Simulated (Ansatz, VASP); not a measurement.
# Cd in VASP and in Ansatz

```xyz
2
Lattice="2.9789 0.0000 0.0000 -1.4894 2.5798 0.0000 0.0000 0.0000 5.6177" Properties=species:S:1:pos:R:3 pbc="T T T"
Cd    0.0000    1.7199    1.4044
Cd    1.4894    0.8599    4.2132
```

Alike in both runs: task electric field gradients; functional PBEsol; k mesh 14 × 14 × 7; occupations fermi-dirac, width 0.05 eV; no spin polarisation.

```csv
,VASP,Ansatz
version,VASP 6.6.1,Ansatz 0.2.0
potentials or method,"VASP PAW PBE potentials, release 64 (Cd), cutoff 520 eV","all-electron PAW with datasets made for the crystal, scalar-relativistic"
```

|  | VASP | Ansatz | Ansatz less VASP |
| --- | --- | --- | --- |
| pressure (GPa) | -1.1 | -1.4 | -0.34 |
| traceless stress, the component that is largest in VASP (GPa) | -0.33 | -0.17 | +0.154 |
| size of Vzz on the site where it differs most (V/Å²) | 81.8 | 76.8 | -4.91 |

VASP's potentials were made for PBE, not for PBEsol. Ansatz ran all-electron here, and VASP with PAW potentials.
